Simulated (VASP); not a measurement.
# Tc (Fm-3m) in VASP: further runs

Runs on Tc. Level: LDA. Tasks: relaxation of cell and atoms.

Program: VASP 6.6.1. These are calculated values, not measurements. Logs are shortened: lines on timing, memory, paths and dates and some standing lists are left out, and cuts for length are marked.

## 1. The cell of the first run

Symmetry: Fm-3m, No. 225, cubic system. The conventional cell has a = 3.900 Å, b = 3.900 Å, c = 3.900 Å, α = 90.00°, β = 90.00°, γ = 90.00°. Tc (site symmetry m-3m) has 12 Tc at 2.76 Å within 3.6 Å.

## 2. Relaxation of cell and atoms, LDA, target pressure 30 GPa, at which the enthalpy is minimised

File INCAR:

```
ALGO     = Normal         # electronic algorithm
EDIFF    = 1E-6           # SCF threshold, eV
EDIFFG   = -0.03          # ionic threshold
ENCUT    = 600            # plane-wave cutoff, eV
IBRION   = 2              # ionic algorithm
ISIF     = 3              # what is computed and relaxed
ISMEAR   = 1              # smearing method
LASPH    = True           # aspherical terms in the spheres
LCHARG   = False          # write CHGCAR
LREAL    = False          # projectors in reciprocal space
LWAVE    = False          # write WAVECAR
NELM     = 60             # most SCF steps
NSW      = 80             # ionic steps
PREC     = Accurate       # precision mode
PSTRESS  = 300.0        
SIGMA    = 0.05           # smearing width, eV
```

File KPOINTS:

```
k-points
0
Gamma
  10 10 10
```

File POSCAR:

```
Tc
1.0
    2.7577160000      0.0000000000      0.0000000000
    1.3788580000      2.3882521124      0.0000000000
    1.3788580000      0.7960840375      2.2516656852
Tc
1
Direct
    0.0000000000      0.0000000000      0.0000000000
```

Potentials or basis: VASP PAW LDA potentials, release 64 (Tc_pv).

Command:

```console
$ cat potpaw_LDA.64/Tc_pv/POTCAR > POTCAR
$ mpirun -np 1 vasp_std > vasp.out
```

OUTCAR:

```text
EDIFF = 1E-6
   EDIFFG = -0.03
   ENCUT = 600
   IBRION = 2
   ISIF = 3
   ISMEAR = 1
   LASPH = True
   LREAL = False
   NELM = 60
   NSW = 80
   PREC = Accurate
   PSTRESS = 300.0

 ion  position               nearest neighbor table
   1  0.000  0.000  0.000-

  LATTYP: Found a face centered cubic cell.
 ALAT       =     3.8999993683

  Lattice vectors:

 A1 = (   2.7577160000,   0.0000000000,   0.0000000000)
 A2 = (   1.3788580000,   2.3882521124,   0.0000000000)
 A3 = (   1.3788580000,   0.7960840375,   2.2516656852)

Analysis of symmetry for initial positions (statically):
=====================================================================
 Subroutine PRICEL returns:
 Original cell was already a primitive cell.

 Routine SETGRP: Setting up the symmetry group for a
 face centered cubic supercell.

 Subroutine GETGRP returns: Found 48 space group operations
 (whereof 48 operations were pure point group operations)
 out of a pool of 48 trial point group operations.

The static configuration has the point symmetry O_h .

Analysis of symmetry for dynamics (positions and initial velocities):
=====================================================================
 Subroutine PRICEL returns:
 Original cell was already a primitive cell.

 Routine SETGRP: Setting up the symmetry group for a
 face centered cubic supercell.

 Subroutine GETGRP returns: Found 48 space group operations
 (whereof 48 operations were pure point group operations)
 out of a pool of 48 trial point group operations.

The dynamic configuration has the point symmetry O_h .

 Subroutine INISYM returns: Found 48 space group operations
 (whereof 48 operations are pure point group operations),
 and found     1 'primitive' translations

----------------------------------------------------------------------------------------

                                     Primitive cell

  volume of cell :      14.8297

  direct lattice vectors                    reciprocal lattice vectors
     2.757716000  0.000000000  0.000000000     0.362618921 -0.209358132 -0.148038555
     1.378858000  2.388252112  0.000000000     0.000000000  0.418716263 -0.148038555
     1.378858000  0.796084038  2.251665685     0.000000000  0.000000000  0.444115664

  length of vectors
     2.757716000  2.757716000  2.757716000     0.444115664  0.444115664  0.444115664

  position of ions in fractional coordinates (direct lattice)
     0.000000000  0.000000000  0.000000000

  ion indices of the primitive-cell ions
   primitive index   ion index
                 1           1

----------------------------------------------------------------------------------------

 KPOINTS: k-points

Automatic generation of k-mesh.
 Grid dimensions read from file:
 generate k-points for:   10   10   10

 Generating k-lattice:

  Cartesian coordinates                     Fractional coordinates (reciprocal lattice)
     0.036261892 -0.020935813 -0.014803855     0.100000000  0.000000000  0.000000000
     0.000000000  0.041871626 -0.014803855     0.000000000  0.100000000  0.000000000
     0.000000000  0.000000000  0.044411566     0.000000000  0.000000000  0.100000000

  Length of vectors
     0.044411566  0.044411566  0.044411566

  Shift w.r.t. Gamma in fractional coordinates (k-lattice)
     0.000000000  0.000000000  0.000000000

 Subroutine IBZKPT returns following result:
 ===========================================

 Found     47 irreducible k-points:

 Following reciprocal coordinates:
            Coordinates               Weight
  0.000000  0.000000  0.000000      1.000000
  0.100000  0.000000  0.000000      8.000000
  0.200000  0.000000  0.000000      8.000000
  0.300000 -0.000000 -0.000000      8.000000
  0.400000 -0.000000 -0.000000      8.000000
  0.500000 -0.000000 -0.000000      4.000000
[... 16 lines left out ...]
  0.300000  0.300000  0.000000      6.000000
  0.400000  0.300000 -0.000000     24.000000
 [... further k-points ...]
   k-points           NKPTS =     47   k-points in BZ     NKDIM =     47   number of bands    NBANDS=     10
   number of dos      NEDOS =    301   number of ions     NIONS =      1
   total plane-waves  NPLWV =  13824
   dimension x,y,z NGX =    24 NGY =   24 NGZ =   24
   dimension x,y,z NGXF=    48 NGYF=   48 NGZF=   48
   ions per type =               1
   NGX,Y,Z   is equivalent  to a cutoff of  14.47, 14.47, 14.47 a.u.
   NGXF,Y,Z  is equivalent  to a cutoff of  28.94, 28.94, 28.94 a.u.
 SYSTEM =  unknown system
   PREC   = accura    normal or accurate (medium, high low for compatibility)
   ISTART =      0    job   : 0-new  1-cont  2-samecut
   ICHARG =      2    charge: 1-file 2-atom 10-const
   ISPIN  =      1    spin polarized calculation?
   LNONCOLLINEAR =      F non collinear calculations
   LSORBIT =      F    spin-orbit coupling
   LASPH  =      T    aspherical Exc in radial PAW
   ENCUT  =  600.0 eV  44.10 Ry    6.64 a.u.   5.51  5.51  5.51*2*pi/ulx,y,z
   NELM   =     60;   NELMIN=  2; NELMDL= -5     # of ELM steps
   EDIFF  = 0.1E-05   stopping-criterion for ELM
   LREAL  =      F    real-space projection
   EDIFFG = -.3E-01   stopping-criterion for IOM
   NSW    =     80    number of steps for IOM
   IBRION =      2    ionic relax: 0-MD 1-quasi-New 2-CG
   NFREE  =      1    steps in history (QN), initial steepest desc. (CG)
   ISIF   =      3    stress and relaxation
   ISYM   =      2    0-nonsym 1-usesym 2-fastsym
   POTIM  = 0.5000    time-step for ionic-motion
   TEBEG  =    0.0;   TEEND  =   0.0 temperature during run
   PSTRESS=  300.0 pullay stress
   NELECT =      13.0000    total number of electrons
   NUPDOWN=      -1.0000    fix difference up-down
   EMIN   =  10.00;   EMAX   =-10.00  energy-range for DOS
   EFERMI =   0.00;   METHOD = LEGACY
   ISMEAR =     1;   SIGMA  =   0.05  broadening in eV -4-tet -1-fermi 0-gaus
   EFERMI_NEDOS =   21; number of points for ismear=-14 and -15
   IALGO  =     38    algorithm
   IMIX   =      4    mixing-type and parameters
     AMIX     =   0.40;   BMIX     =  1.00
     AMIX_MAG =   1.60;   BMIX_MAG =  1.00
  volume/ion in A,a.u.               =      14.83       100.08
  Fermi-wavevector in a.u.,A,eV,Ry     =   1.566792  2.960808 33.400097  2.454838
  Thomas-Fermi vector in A             =   2.669068
   LORBIT       =      0    0 simple, 1 ext, 2 COOP (PROOUT), +10 PAW based schemes
   GGA     = CA    functional components
   LHFCALC =     F    Hartree Fock is set to
   AEXX    =    0.0000 exact exchange contribution
   IVDW    =     0    specifies the selected vdW correction
   LEPSILON=     F    determine dielectric tensor
   LRPA    =     F    only Hartree local field effects (RPA)
 conjugate gradient relaxation of ions
 non-spin polarized calculation
 Methfessel and Paxton  Order N= 1 SIGMA  =   0.05
  energy-cutoff  :      600.00
  volume of cell :       14.83
 maximum number of plane-waves:       531
 NGX is ok and might be reduce to    24
   NGX = 11   NGY = 11   NGZ = 11

--------------------------------------- Ionic step        1  -------------------------------------------

 number of electron      13.0000001 magnetization

 Free energy of the ion-electron system (eV)
  ---------------------------------------------------
  ext. energy  EPLUGINS =         0.00000000
  ---------------------------------------------------
  free energy    TOTEN  =       -11.57496246 eV

  energy without entropy =      -11.57460138  energy(sigma->0) =      -11.57484210

------------------------ aborting loop because EDIFF is reached ----------------------------------------

  FORCE on cell =-STRESS in cart. coord.  units (eV):
  Direction    XX          YY          ZZ          XY          YZ          ZX
  --------------------------------------------------------------------------------------
  -------------------------------------------------------------------------------------
  Total       -1.8074393     -1.8074393     -1.8074393      0.0000000     -0.0000000     -0.0000000
  in kB     -195.2723204   -195.2723204   -195.2723204      0.0000000     -0.0000000     -0.0000000
  external PRESSURE =    -495.2723204 kB  Pullay stress =     300.0000000 kB
[... 133 lines left out ...]
  enthalpy is  TOTEN    =        -9.1345105096 eV   P V=        2.4550093221

--------------------------------------- Ionic step        5  -------------------------------------------

 number of electron      13.0000001 magnetization

 Free energy of the ion-electron system (eV)
  ---------------------------------------------------
  ext. energy  EPLUGINS =         0.00000000
  ---------------------------------------------------
  free energy    TOTEN  =       -11.54877352 eV

  energy without entropy =      -11.54884008  energy(sigma->0) =      -11.54879571

 E-fermi :  14.6339     XC(G=0): -14.6595

 val. band max:       14.6256465502   @ k =   0.3000   0.2000   0.1000
 cond. band min:      14.6709505228   @ k =   0.2000   0.1000   0.0000
 fundamental gap:      0.0453039727
 Fermi energy:        14.6338663272

 k-point     1 :       0.0000    0.0000    0.0000
  band No.  band energies     occupation
      1     -23.3220      2.00000
      2     -23.3220      2.00000
      3     -23.3220      2.00000
      4       6.7076      2.00000
      5      12.5309      2.00000
      6      12.5309      2.00000
      7      12.5309      2.00000
      8      15.6217     -0.00000
      9      15.6217     -0.00000
     10      28.5930      0.00000
[... 287 lines left out ...]
 k-point    24 :       0.4000    0.3000   -0.0000
  band No.  band energies     occupation
      1     -24.7175      2.00000
      2     -23.8848      2.00000
      3     -23.8235      2.00000
      4       8.8316      2.00000
      5       9.3317      2.00000
      6      14.6058      1.80307
      7      15.9881      0.00000
      8      17.9161      0.00000
      9      18.2982      0.00000
     10      30.6143      0.00000

 [... further k-points ...]
[... 5 lines left out ...]
  --------------------------------------------------------------------------------------
  -------------------------------------------------------------------------------------
  Total        2.4206720      2.4206720      2.4206720      0.0000000      0.0000000     -0.0000000
  in kB      301.6384365    301.6384365    301.6384365      0.0000000      0.0000000     -0.0000000
  external PRESSURE =       1.6384365 kB  Pullay stress =     300.0000000 kB
[... 16 lines left out ...]
  FREE ENERGIE OF THE ION-ELECTRON SYSTEM (eV)
  ---------------------------------------------------
  free  energy   TOTEN  =       -11.5487735190 eV

  energy  without entropy=      -11.5488400843  energy(sigma->0) =      -11.54879571

  enthalpy is  TOTEN    =        -9.1412500813 eV   P V=        2.4075234376

 reached required accuracy - stopping structural energy minimisation
```

Wall time 10 s (1 thread of Intel Xeon 6975P-C (Granite Rapids), shared host); peak memory 0.15 GiB.

What came out:

```yaml
Free_energy: -11.5488 eV
Relaxed_volume: 12.86 Å³/atom
Relaxed_cell: a = 2.630 Å, b = 2.630 Å, c = 2.630 Å, α = 60.00°, β = 60.00°, γ = 60.00°
Space_group_after_relaxing_to_0.05_Å: Fm-3m (No. 225)
Energy_change_on_relaxing_the_enthalpy_is_what_falls: +26.2 meV/atom
Ionic_steps: 5
Pressure_after_relaxing: 30.2 GPa
```

The path:
```csv
step,energy change (eV),largest force (eV/Å),pressure (GPa),volume (Å³)
1,0.0000,0.0000,-19.53,14.83
2,11.2447,0.0000,938.36,7.01
3,-0.0429,0.0000,13.28,13.37
4,-0.0146,0.0000,21.49,13.11
5,0.0262,0.0000,30.16,12.86
```

Final structure:
```cif
data_structure
_symmetry_space_group_name_H-M 'P 1'
_symmetry_Int_Tables_number 1
_cell_length_a 2.6296
_cell_length_b 2.6296
_cell_length_c 2.6296
_cell_angle_alpha 60.000
_cell_angle_beta 60.000
_cell_angle_gamma 60.000
_cell_volume 12.86
loop_
_atom_site_label
_atom_site_type_symbol
_atom_site_fract_x
_atom_site_fract_y
_atom_site_fract_z
_atom_site_occupancy
Tc1 Tc 0.00000 0.00000 0.00000 1
```

Caveat: the cell is relaxed towards a set pressure, so the enthalpy falls and the energy may rise. LDA usually gives volumes a few per cent too small.

## 3. Relaxation of cell and atoms, LDA, target pressure 45 GPa, at which the enthalpy is minimised

File INCAR:

```
PREC = Accurate ; ENCUT = 600
EDIFF = 1E-6 ; ISMEAR = 1
SIGMA = 0.05 ; LREAL = False
LASPH = True ; NELM = 60
ALGO = Normal ; ISIF = 3
LWAVE = False ; LCHARG = False
GGA = CA ; IBRION = 2
NSW = 80 ; EDIFFG = -0.03
PSTRESS = 450.0
```

File KPOINTS:

```
regular mesh
0
Gamma
  10 10 10
```

POSCAR is that of step 2.

Potentials or basis: VASP PAW LDA potentials, release 64 (Tc_pv).

Command:

```console
$ cat potpaw_LDA.64/Tc_pv/POTCAR > POTCAR
$ mpirun -np 1 vasp_std > vasp.out
```

Run time: 19 s. Hardware: 1 thread of Intel Xeon 6975P-C (Granite Rapids), shared host; peak memory 0.16 GiB.

The run converged. Its results:

```yaml
Free_energy: -11.4577 eV
Relaxed_volume: 12.47 Å³/atom
Relaxed_cell: a = 2.603 Å, b = 2.603 Å, c = 2.603 Å, α = 60.00°, β = 60.00°, γ = 60.00°
Space_group_after_relaxing_to_0.05_Å: Fm-3m (No. 225)
Energy_change_on_relaxing_the_enthalpy_is_what_falls: +117.3 meV/atom
Ionic_steps: 17
Pressure_after_relaxing: 44.9 GPa
```

Step by step:
| step | energy change (eV) | largest force (eV/Å) | pressure (GPa) | volume (Å³) |
| --- | --- | --- | --- | --- |
| 1 | 0.0000 | 0.0000 | -19.53 | 14.83 |
| 2 | 26.3463 | 0.0000 | 2172.37 | 5.35 |
| 3 | -0.0407 | 0.0000 | 14.05 | 13.35 |
| 4 | 0.0044 | 0.0000 | 25.78 | 12.98 |
| 5 | 0.1222 | 0.0000 | 45.60 | 12.45 |
| 6 | 0.1096 | 0.0000 | 44.01 | 12.49 |
| 7 | 0.1101 | 0.0000 | 43.80 | 12.49 |
| 8 | 0.1113 | 0.0000 | 43.89 | 12.49 |
| 9 | 0.1113 | 0.0000 | 44.00 | 12.49 |
| 10 | 0.1113 | 0.0000 | 44.02 | 12.49 |
| 11 | 0.1114 | 0.0000 | 44.02 | 12.49 |
| 12 | 0.1115 | 0.0000 | 44.02 | 12.49 |
| 13 | 0.1117 | 0.0000 | 44.01 | 12.49 |
| 14 | 0.1120 | 0.0000 | 44.08 | 12.49 |
| 15 | 0.1128 | 0.0000 | 44.15 | 12.48 |
| 16 | 0.1143 | 0.0000 | 44.29 | 12.48 |
| 17 | 0.1173 | 0.0000 | 44.86 | 12.47 |

Final structure:
```yaml
crystal:
  lattice:
    - [2.60272, 0.00000, 0.00000]
    - [1.30136, 2.25402, 0.00000]
    - [1.30136, 0.75134, 2.12511]
  atoms:
    - { symbol: Tc, position: [0.00000, 0.00000, 0.00000] }
```

Levels at points of the mesh, in eV from the Fermi level:
```csv
k point,band 5,band 6,band 7,band 8,band 9,band 10
"(0.00, 0.00, 0.00)",-2.22,-2.22,-2.22,1.02,1.02,13.89
"(0.50, 0.00, 0.00)",-2.46,-2.46,1.75,3.58,3.58,13.03
"(0.50, 0.50, 0.00)",-6.50,3.52,4.33,4.33,4.76,14.17
```

Caveat: the cell is relaxed towards a set pressure, so the enthalpy falls and the energy may rise; the volume moved by over 15 % at a fixed basis, so the end points are rough. LDA usually gives volumes a few per cent too small.
